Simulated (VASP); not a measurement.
Here is a VASP 6.6.1 calculation.

File INCAR:

```
SYSTEM = SiC
  PREC = Accurate
  ENCUT = 520
  EDIFF = 1E-7
  ISMEAR = 0
  SIGMA = 0.01
  LREAL = .False.
  LASPH = .True.
  NELM = 60
  ALGO = Normal
  ISIF = 2
  LWAVE = .False.
  LCHARG = .False.
  GGA = PE
  NBANDS = 16
```

KPOINTS

```
Automatic mesh
0
Gamma
  10 10 6
  0 0 0
```

The input POSCAR:

```
SiC
1.0
    3.0918575593      0.0000000000      0.0000000000
   -1.5459287796      2.6776271912      0.0000000000
    0.0000000000      0.0000000000      5.0741594280
Si C
2 2
Direct
    0.3333333333      0.6666666667      0.0045860220
    0.6666666667      0.3333333333      0.5045860220
    0.3333333333      0.6666666667      0.3804139780
    0.6666666667      0.3333333333      0.8804139780
```

Potentials or basis: VASP PAW PBE potentials, release 64 (Si, C).

Command:

```console
$ cat potpaw_PBE.64/Si/POTCAR potpaw_PBE.64/C/POTCAR > POTCAR
$ mpirun -np 1 vasp_std > vasp.out
```

Question: What does it give for the band gap on the k mesh?

Answer: 2.46 eV, indirect (least direct gap 3.94 eV).

Question: Predict the pressure.

Answer: 0.0 GPa.

A k mesh can miss the band edges. A hybrid or GW would open this gap; PBE tends to underestimate it.
